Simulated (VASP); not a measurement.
# Ga3S2 (P6/mmm) in VASP: notebook

The runs below take Ga3S2 through relaxation of cell and atoms, with PBE.

Everything below comes from runs of VASP 6.6.1. Logs are shortened: lines on timing, memory, paths and dates and some standing lists are left out, and cuts for length are marked.

**1. The cell of the first run**

It takes space group P6/mmm (No. 191, hexagonal). The conventional cell has a = 5.634 Å, b = 5.634 Å, c = 4.502 Å, α = 90.00°, β = 90.00°, γ = 120.00°. Ga (site symmetry -6m2) has 2 S at 2.25 Å within 3.0 Å. Ga (site symmetry 6/mmm) has 6 Ga at 3.25 Å and 12 S at 3.96 Å within 4.3 Å. Within 3.0 Å of S (site symmetry -6m2) lie 2 Ga at 2.25 Å.

The cell was generated, and may not be a known phase.

**2. Relaxation of cell and atoms, PBE**

The input, INCAR:

```
SYSTEM = Ga3S2
ALGO = Normal
EDIFF = 1E-7
EDIFFG = -0.04
ENCUT = 600
GGA = PE
IBRION = 2
ISIF = 3
ISMEAR = 0
LASPH = .True.
LCHARG = .False.
LREAL = .False.
LWAVE = .False.
NELM = 60
NSW = 90
PREC = Accurate
SIGMA = 0.1
```

The input, KPOINTS:

```
k-points
0
Gamma
  6 6 4
  0 0 0
```

The input, POSCAR:

```
Ga3S2
1.0
    5.6343732372      0.0000000000      0.0000000000
   -2.8171866186      4.8795103578      0.0000000000
    0.0000000000      0.0000000000      4.5019813465
Ga S
3 2
Direct
    0.3333333333      0.6666666667      0.5000000000
    0.6666666667      0.3333333333      0.5000000000
    0.0000000000      0.0000000000      0.5000000000
    0.3333333333      0.6666666667      0.0000000000
    0.6666666667      0.3333333333      0.0000000000
```

Potentials or basis: VASP PAW PBE potentials, release 64 (Ga_d, S).

Command:

```bash
> cat potpaw_PBE.64/Ga_d/POTCAR potpaw_PBE.64/S/POTCAR > POTCAR
> mpirun -np 1 vasp_std > vasp.out
```

OUTCAR:

```text
SYSTEM = Ga3S2
   EDIFF = 1E-7
   EDIFFG = -0.04
   ENCUT = 600
   GGA = PE
   IBRION = 2
   ISIF = 3
   ISMEAR = 0
   LASPH = .True.
   LREAL = .False.
   NELM = 60
   NSW = 90
   PREC = Accurate

 ion  position               nearest neighbor table
   1  0.333  0.667  0.500-   4 2.25   4 2.25
   2  0.667  0.333  0.500-   5 2.25   5 2.25
   3  0.000  0.000  0.500-
   4  0.333  0.667  0.000-   1 2.25   1 2.25
   5  0.667  0.333  0.000-   2 2.25   2 2.25

  LATTYP: Found a hexagonal cell.
 ALAT       =     5.6343732372
 C/A-ratio  =     0.7990207885

  Lattice vectors:

 A1 = (   5.6343732372,   0.0000000000,   0.0000000000)
 A2 = (  -2.8171866186,   4.8795103578,   0.0000000000)
 A3 = (   0.0000000000,   0.0000000000,   4.5019813465)

Analysis of symmetry for initial positions (statically):
=====================================================================
 Subroutine PRICEL returns:
 Original cell was already a primitive cell.

 Routine SETGRP: Setting up the symmetry group for a
 hexagonal supercell.

 Subroutine GETGRP returns: Found 24 space group operations
 (whereof 24 operations were pure point group operations)
 out of a pool of 24 trial point group operations.

The static configuration has the point symmetry D_6h.

Analysis of symmetry for dynamics (positions and initial velocities):
=====================================================================
 Subroutine PRICEL returns:
 Original cell was already a primitive cell.

 Routine SETGRP: Setting up the symmetry group for a
 hexagonal supercell.

 Subroutine GETGRP returns: Found 24 space group operations
 (whereof 24 operations were pure point group operations)
 out of a pool of 24 trial point group operations.

The dynamic configuration has the point symmetry D_6h.

 Subroutine INISYM returns: Found 24 space group operations
 (whereof 24 operations are pure point group operations),
 and found     1 'primitive' translations

----------------------------------------------------------------------------------------

                                     Primitive cell

  volume of cell :     123.7729

  direct lattice vectors                    reciprocal lattice vectors
     5.634373237  0.000000000  0.000000000     0.177482030  0.102469298  0.000000000
    -2.817186619  4.879510358  0.000000000     0.000000000  0.204938596  0.000000000
     0.000000000  0.000000000  4.501981347     0.000000000  0.000000000  0.222124421

[... 100 lines left out ...]
   ISMEAR =     0;   SIGMA  =   0.10  broadening in eV -4-tet -1-fermi 0-gaus
   EFERMI_NEDOS =   21; number of points for ismear=-14 and -15
   IALGO  =     38    algorithm
   IMIX   =      4    mixing-type and parameters
     AMIX     =   0.40;   BMIX     =  1.00
     AMIX_MAG =   1.60;   BMIX_MAG =  1.00
  volume/ion in A,a.u.               =      24.75       167.05
  Fermi-wavevector in a.u.,A,eV,Ry     =   1.218212  2.302088 20.191612  1.484042
  Thomas-Fermi vector in A             =   2.353507
   LORBIT       =      0    0 simple, 1 ext, 2 COOP (PROOUT), +10 PAW based schemes
   GGA     = PE    functional components
   LHFCALC =     F    Hartree Fock is set to
   AEXX    =    0.0000 exact exchange contribution
   IVDW    =     0    specifies the selected vdW correction
   LEPSILON=     F    determine dielectric tensor
   LRPA    =     F    only Hartree local field effects (RPA)
 conjugate gradient relaxation of ions
 non-spin polarized calculation
 Gauss-broadening in eV      SIGMA  =   0.10
  energy-cutoff  :      600.00
  volume of cell :      123.77
 maximum number of plane-waves:      4169
 NGX is ok and might be reduce to    48
   NGX = 23   NGY = 23   NGZ = 17

--------------------------------------- Ionic step        1  -------------------------------------------

 number of electron      51.0000025 magnetization

 Free energy of the ion-electron system (eV)
  ---------------------------------------------------
  ext. energy  EPLUGINS =         0.00000000
  ---------------------------------------------------
  free energy    TOTEN  =       -15.27042453 eV

  energy without entropy =      -15.25438451  energy(sigma->0) =      -15.26240452

------------------------ aborting loop because EDIFF is reached ----------------------------------------

  FORCE on cell =-STRESS in cart. coord.  units (eV):
  Direction    XX          YY          ZZ          XY          YZ          ZX
  --------------------------------------------------------------------------------------
  -------------------------------------------------------------------------------------
  Total       -1.0504910     -1.0504910      4.0913303      0.0000000      0.0000000      0.0000000
  in kB      -13.5980726    -13.5980726     52.9601952      0.0000000      0.0000000      0.0000000
  external PRESSURE =       8.5880166 kB  Pullay stress =       0.0000000 kB
[... 98 lines left out ...]
  FREE ENERGIE OF THE ION-ELECTRON SYSTEM (eV)
  ---------------------------------------------------
  free  energy   TOTEN  =       -15.3761041534 eV

  energy  without entropy=      -15.3518997547  energy(sigma->0) =      -15.36400195

 E-fermi :   3.0974     XC(G=0):  -9.2878

 val. band max:        3.0669625017   @ k =   0.1667   0.1667   0.5000
 cond. band min:       3.1018143395   @ k =   0.3333   0.0000   0.5000
 fundamental gap:      0.0348518377
 Fermi energy:         3.0973693124

 k-point     1 :       0.0000    0.0000    0.0000
  band No.  band energies     occupation
      1     -11.9812      2.00000
      2     -11.9217      2.00000
      3     -11.9217      2.00000
      4     -11.9067      2.00000
      5     -11.8605      2.00000
      6     -11.8605      2.00000
[... 682 lines left out ...]
     29       6.3249      0.00000
     30       6.3249      0.00000

[... ionic steps 4 to 7 ...]

--------------------------------------- Ionic step        8  -------------------------------------------

 number of electron      50.9999967 magnetization

------------------------ aborting loop because EDIFF is reached ----------------------------------------
[... 73 lines left out ...]
--------------------------------------- Ionic step       10  -------------------------------------------

 number of electron      50.9999978 magnetization

 Free energy of the ion-electron system (eV)
  ---------------------------------------------------
  ext. energy  EPLUGINS =         0.00000000
  ---------------------------------------------------
  free energy    TOTEN  =       -16.00691578 eV

  energy without entropy =      -16.00468030  energy(sigma->0) =      -16.00579804

 E-fermi :   4.6222     XC(G=0): -10.1144

 val. band max:        4.5284552099   @ k =   0.1667   0.1667   0.0000
 cond. band min:       4.8097421877   @ k =   0.0000   0.0000   0.2500
 fundamental gap:      0.2812869778
 Fermi energy:         4.6221986023

 k-point     1 :       0.0000    0.0000    0.0000
  band No.  band energies     occupation
      1     -10.6034      2.00000
      2     -10.4327      2.00000
      3     -10.4327      2.00000
      4     -10.4132      2.00000
      5     -10.3819      2.00000
      6     -10.3819      2.00000
[... 714 lines left out ...]
  FREE ENERGIE OF THE ION-ELECTRON SYSTEM (eV)
  ---------------------------------------------------
  free  energy   TOTEN  =       -16.0069157803 eV

  energy  without entropy=      -16.0046802988  energy(sigma->0) =      -16.00579804

 reached required accuracy - stopping structural energy minimisation
```

OSZICAR:

```text
N       E                     dE             d eps       ncg     rms          rms(c)
DAV:   1     0.441650371489E+03    0.44165E+03   -0.26501E+04  1272   0.268E+03
DAV:   2     0.542205806955E+02   -0.38743E+03   -0.37965E+03  1316   0.608E+02
DAV:   3    -0.116710618583E+02   -0.65892E+02   -0.62690E+02  1486   0.173E+02
[... 131 lines left out ...]
DAV:   6    -0.160069156961E+02   -0.11374E-04   -0.19636E-04  1480   0.144E-01    0.115E-02
DAV:   7    -0.160069156235E+02    0.72583E-07   -0.18710E-05  1476   0.125E-01    0.243E-03
DAV:   8    -0.160069156741E+02   -0.50570E-07   -0.64023E-06  1700   0.463E-02    0.111E-03
DAV:   9    -0.160069158159E+02   -0.14187E-06   -0.10993E-06  1276   0.850E-03    0.457E-04
DAV:  10    -0.160069157803E+02    0.35666E-07   -0.36372E-08   690   0.593E-03
  10 F= -.16006916E+02 E0= -.16005798E+02  d E =-.179899E-02
```

It took 13 min on 1 thread of AMD EPYC 7R13 (Zen 3), shared host; peak memory 0.3 GiB.

Results:

| Property | Result |
| --- | --- |
| Free energy | -16.0069 eV |
| Relaxed volume | 20.38 Å³/atom |
| Relaxed cell | a = 4.861 Å, b = 4.861 Å, c = 4.979 Å, α = 90.00°, β = 90.00°, γ = 120.00° |
| Space group after relaxing (to 0.1 Å) | P6/mmm (No. 191) |
| Pressure after relaxing | -0.2 GPa |
| Band gap on the k mesh | zero (an odd number of electrons rules out a gap without spin polarisation) |

Final structure:
```cif
data_structure
_symmetry_space_group_name_H-M 'P 1'
_symmetry_Int_Tables_number 1
_cell_length_a 4.8610
_cell_length_b 4.8610
_cell_length_c 4.9790
_cell_angle_alpha 90.000
_cell_angle_beta 90.000
_cell_angle_gamma 120.000
_cell_volume 101.89
loop_
_atom_site_label
_atom_site_type_symbol
_atom_site_fract_x
_atom_site_fract_y
_atom_site_fract_z
_atom_site_occupancy
Ga1 Ga 0.33333 0.66667 0.50000 1
Ga2 Ga 0.66667 0.33333 0.50000 1
Ga3 Ga 0.00000 0.00000 0.50000 1
S1 S 0.33333 0.66667 0.00000 1
S2 S 0.66667 0.33333 0.00000 1
```

Levels at points of the mesh, in eV from the Fermi level:
```tsv
k point	band 23	band 24	band 25	band 26	band 27	band 28
(0.00, 0.00, 0.00)	-1.52	-1.52	-1.43	-0.50	0.90	0.90
(0.50, 0.00, 0.00)	-3.13	-1.82	-1.22	-0.35	0.76	1.91
(0.00, 0.00, 0.50)	-0.49	-0.49	-0.44	-0.44	-0.20	-0.20
(0.50, 0.00, 0.50)	-2.72	-0.29	-0.21	0.94	1.52	2.15
```

Caveat: the volume moved by over 15 % at a fixed basis, so the end points are rough.

**3. Relaxation of cell and atoms, PBE**

This run uses another cell than the first one, of 20.27 Å³/atom.

The input, INCAR:

```
PREC = Accurate ; ENCUT = 600
EDIFF = 1E-6 ; ISMEAR = 0
SIGMA = 0.1 ; LREAL = F
LASPH = T ; NELM = 60
ALGO = Normal ; ISIF = 3
LWAVE = F ; LCHARG = F
GGA = PE ; IBRION = 2
NSW = 100 ; EDIFFG = -0.01
```

The input, KPOINTS:

```
regular mesh
0
Gamma
  12 12 8
```

Edit POSCAR of step 2 so:

```diff
@@ -2,5 +2,5 @@
 1.0
-    5.6343732372      0.0000000000      0.0000000000
-   -2.8171866186      4.8795103578      0.0000000000
-    0.0000000000      0.0000000000      4.5019813465
+    4.8497389634      0.0000000000      0.0000000000
+   -2.4248694817      4.1999971440      0.0000000000
+    0.0000000000      0.0000000000      4.9754411847
 Ga S
```

Potentials or basis: VASP PAW PBE potentials, release 64 (Ga_d, S).

Command:

```bash
> cat potpaw_PBE.64/Ga_d/POTCAR potpaw_PBE.64/S/POTCAR > POTCAR
> mpirun -np 1 vasp_std > vasp.out
```

Run time: 11 min. Hardware: 1 thread of Intel Xeon Platinum 8488C (Sapphire Rapids), shared host; peak memory 0.45 GiB.

It converged, with:

| Property | Result |
| --- | --- |
| Free energy | -16.0301 eV |
| Relaxed volume | 20.29 Å³/atom |
| Relaxed cell | a = 4.839 Å, b = 4.839 Å, c = 5.002 Å, α = 90.00°, β = 90.00°, γ = 120.00° |
| Space group after relaxing (to 0.1 Å) | P6/mmm (No. 191) |
| Energy gained by relaxing | 0.4 meV/atom |
| Ionic steps | 4 |
| Pressure after relaxing | 0.0 GPa |
| Band gap on the k mesh | zero (an odd number of electrons rules out a gap without spin polarisation) |

The path:
| step | energy change (eV) | largest force (eV/Å) | pressure (GPa) | volume (Å³) |
| --- | --- | --- | --- | --- |
| 1 | 0.0000 | 0.0000 | 0.13 | 101.34 |
| 2 | -0.0019 | 0.0000 | -0.07 | 101.59 |
| 3 | -0.0019 | 0.0000 | -0.10 | 101.60 |
| 4 | -0.0019 | 0.0000 | -0.01 | 101.43 |

Final structure:
```
Ga S
1.0
     4.83857    0.00000    0.00000
    -2.41929    4.19033    0.00000
     0.00000    0.00000    5.00250
Ga S
3 2
Direct
  0.33333 0.66667 0.50000
  0.66667 0.33333 0.50000
  0.00000 0.00000 0.50000
  0.33333 0.66667 0.00000
  0.66667 0.33333 0.00000
```

Levels at points of the mesh, in eV from the Fermi level:
```
           k point  band 22  band 23  band 24  band 25  band 26  band 27  band 28  band 29
(0.00, 0.00, 0.00)    -2.76    -1.52    -1.52    -1.39    -0.47     0.85     0.85     1.40
(0.50, 0.00, 0.00)    -3.88    -3.18    -1.83    -1.31    -0.33     0.79     1.86     5.04
(0.00, 0.00, 0.50)    -2.84    -0.51    -0.51    -0.44    -0.44    -0.21    -0.21     0.37
(0.50, 0.00, 0.50)    -3.37    -2.76    -0.38    -0.20     0.96     1.45     2.11     2.93
```

The gap in the log of VASP goes by the Fermi energy; the results here count the filled bands.